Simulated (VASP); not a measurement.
Set up this calculation in VASP 6.6.1, as the native input.

```yaml
Task: single point
Functional: PBEsol
Potentials_or_basis: VASP PAW PBE potentials, release 64 (Ta_pv, Si)
Cutoff: 520 eV
k_mesh: 9 × 9 × 3
Occupations: gaussian, width 0.15 eV
Spin: no spin polarisation
Dipole_correction: no
Further_INCAR_settings: LREAL = Auto; ALGO = Normal; EDIFF = 1e-07; NBANDS = 72
```

The structure of TaSi2 lies in POSCAR:

```
TaSi2
1.0
   -4.7609902395      0.0000000000      0.0000000000
   -2.3804951198     -4.1231384946      0.0000000000
    0.0000000000      0.0000000000     14.6122860716
Ta Si
6 12
Direct
    0.5000000000      0.0000000000      0.2243366645
    0.5000000000      0.0000000000      0.6730099935
    0.0000000000      0.5000000000      0.0747788882
    0.0000000000      0.5000000000      0.5234522171
    0.5000000000      0.5000000000      0.8225677698
    0.5000000000      0.5000000000      0.3738944408
    0.1592827539      0.6814344921      0.2243366645
    0.1592827539      0.6814344921      0.6730099935
    0.3185655079      0.8407172461      0.0747788882
    0.3185655079      0.8407172461      0.5234522171
    0.1592827539      0.1592827539      0.8225677698
    0.1592827539      0.1592827539      0.3738944408
    0.8407172461      0.3185655079      0.2243366645
    0.8407172461      0.3185655079      0.6730099935
    0.6814344921      0.1592827539      0.0747788882
    0.6814344921      0.1592827539      0.5234522171
    0.8407172461      0.8407172461      0.8225677698
    0.8407172461      0.8407172461      0.3738944408
```

These files were run (other wordings do the same):

INCAR

```
PREC     = Accurate       # precision mode
ENCUT    = 520            # plane-wave cutoff, eV
EDIFF    = 1E-7           # SCF threshold, eV
ISMEAR   = 0              # smearing method
SIGMA    = 0.15           # smearing width, eV
LREAL    = Auto         
LASPH    = True           # aspherical terms in the spheres
NELM     = 60             # most SCF steps
ALGO     = Normal         # electronic algorithm
ISIF     = 2              # what is computed and relaxed
LWAVE    = False          # write WAVECAR
LCHARG   = True           # write CHGCAR
GGA      = PS             # functional
LELF     = True           # ELF
LVHAR    = True         
NBANDS   = 72             # bands
```

KPOINTS

```
Automatic mesh
0
Gamma
  9 9 3
```

Potentials or basis: VASP PAW PBE potentials, release 64 (Ta_pv, Si).

Run with:

```bash
$ cat potpaw_PBE.64/Ta_pv/POTCAR potpaw_PBE.64/Si/POTCAR > POTCAR
$ mpirun -np 1 vasp_std > vasp.out
```

Results of the run:

The pressure is -4.0 GPa and the largest force is 1.031 eV/Å. The band gap on the k mesh is zero (band 57 reaches 8.16 eV, above the bottom of band 58 at 7.83 eV).

Caveat: the PAW data sets were made with another functional, which shifts forces and pressure a little; spin-orbit coupling is left out, which moves the levels of the heavy elements.

It took 20 min on 1 thread of Intel(R) Xeon(R) 6975P-C (Granite Rapids), with other jobs on the host, peak memory 0.78 GiB.
